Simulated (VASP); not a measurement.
## GaN: single point with PBE

The system is GaN.

```xyz
2
Lattice="0.0000 2.2300 2.2300 2.2300 0.0000 2.2300 2.2300 2.2300 0.0000" Properties=species:S:1:pos:R:3 pbc="T T T"
Ga    0.0000    0.0000    0.0000
N     1.1150    1.1150    1.1150
```

| Quantity | Value |
| --- | --- |
| Program | VASP 6.6.1 |
| Task | single point |
| Functional | PBE |
| Potentials or basis | VASP PAW PBE potentials, release 64 (Ga_d, N) |
| Cutoff | 600 eV |
| k mesh | 4 × 4 × 4 |
| Occupations | gaussian, width 0.01 eV |
| Spin | no spin polarisation |

* Pressure: 11.4 GPa
* Band gap on the k mesh: 1.91 eV, direct

Levels at points of the mesh, in eV from the valence-band top:
```csv
k point,band 7,band 8,band 9,band 10,band 11,band 12
"(0.00, 0.00, 0.00)",0.00,0.00,0.00,1.91,10.46,10.46
"(0.50, 0.00, 0.00)",-7.27,-1.01,-1.01,4.83,8.87,10.49
"(0.50, 0.50, 0.00)",-6.28,-2.83,-2.83,3.32,6.82,11.93
```

It took 4.1 s on 1 thread of Intel(R) Xeon(R) 6975P-C (Granite Rapids) (shared host), peak memory 0.15 GiB.

Caveat: the k points lie up to 0.61 Å⁻¹ apart. PBE gaps usually lie below the measured ones, often by a third to a half.
